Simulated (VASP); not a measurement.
Runs of VASP 6.6.1 on Zn. The structure is that of space group Fm-3m (No. 225), or close to it. The cells are those of the table. 

```tsv
task	cell	k mesh	cutoff (eV)	gap on the mesh (eV)	pressure (GPa)
relaxation of cell and atoms	relaxed from a = 2.781 Å, angles 60.0°, 1 atom	14 × 14 × 14	600	none	0.0
single point	a = 2.918 Å, angles 60.0°, 1 atom	15 × 15 × 15	520	none	(a)
single point	a = 2.810 Å, angles 60.0°, 1 atom	15 × 15 × 15	520	none	0.1
single point	a = 2.847 Å, angles 60.0°, 1 atom	15 × 15 × 15	520	none	-2.0
single point	a = 2.810 Å, angles 60.0°, 1 atom	14 × 14 × 14	520	none	0.3
```

Alike in all rows: level revPBE; potentials or basis VASP PAW PBE potentials, release 64 (Zn); no spin polarisation; smearing fermi-dirac 0.1 eV.

Problem. Estimate the missing entries.

Solution. (a) -5.0.

Caveats: the PAW data sets were made with another functional, which shifts forces and pressure a little.

A gap of «none» marks levels without a gap at the run's occupations.
